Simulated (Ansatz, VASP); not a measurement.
Sr in VASP and in Ansatz

The input INCAR:

```
AGGAC = 1.0
AGGAX = 1.0
ALDAC = 0.0
ALDAX = 1.0
ALGO = Normal
EDIFF = 1E-6
ENCUT = 520
GGA = B5
ISIF = 2
ISMEAR = -1
LASPH = True
LCHARG = False
LREAL = False
LWAVE = False
NBANDS = 11
NELM = 80
PREC = Accurate
SIGMA = 0.1
```

Contents of KPOINTS:

```
k-points
0
Gamma
  11 11 11
```

POSCAR

```
Sr
1.0
   -2.4662540231      2.4662540231      2.4662540231
    2.4662540231     -2.4662540231      2.4662540231
    2.4662540231      2.4662540231     -2.4662540231
Sr
1
Direct
    0.0000000000      0.0000000000      0.0000000000
```

Input for Ansatz:

```yaml
crystal:
  lattice:
    - [-2.4662540231, 2.4662540231, 2.4662540231]
    - [2.4662540231, -2.4662540231, 2.4662540231]
    - [2.4662540231, 2.4662540231, -2.4662540231]
  atoms:
    - { symbol: Sr, position: [0.0, 0.0, 0.0] }
hamiltonian:
  xc: blyp
  pseudopotentials:
    kind: paw
    azcp:
      Sr: "pseudopotentials/Sr.paw.azcp"
basis:
  ecutwfc: 420
  fft_grid_basis: typed
kpoints:
  mp_grid: { grid: [11, 11, 11], shift: [0, 0, 0] }
magnetization:
  spin_polarized: false
scf:
  occupations: { method: fermi_dirac, width: 0.1 }
  lower_state_search: "off"
output:
  stress: true
```

Alike in both runs: task single point; functional BLYP; k mesh 11 × 11 × 11; occupations fermi-dirac, width 0.1 eV; no spin polarisation.

|  | VASP | Ansatz |
| --- | --- | --- |
| version | VASP 6.6.1 | Ansatz 0.2.0 |
| potentials or method | VASP PAW PBE potentials, release 64 (Sr_sv), cutoff 520 eV | plane waves (420 eV) with PAW, scalar-relativistic |
| valence electrons in the cell | 10 | 10 |

|  | VASP | Ansatz | Ansatz less VASP |
| --- | --- | --- | --- |
| pressure (GPa) | -0.7 | -0.7 | +0.02 |

VASP's potentials were made for PBE, not for BLYP.
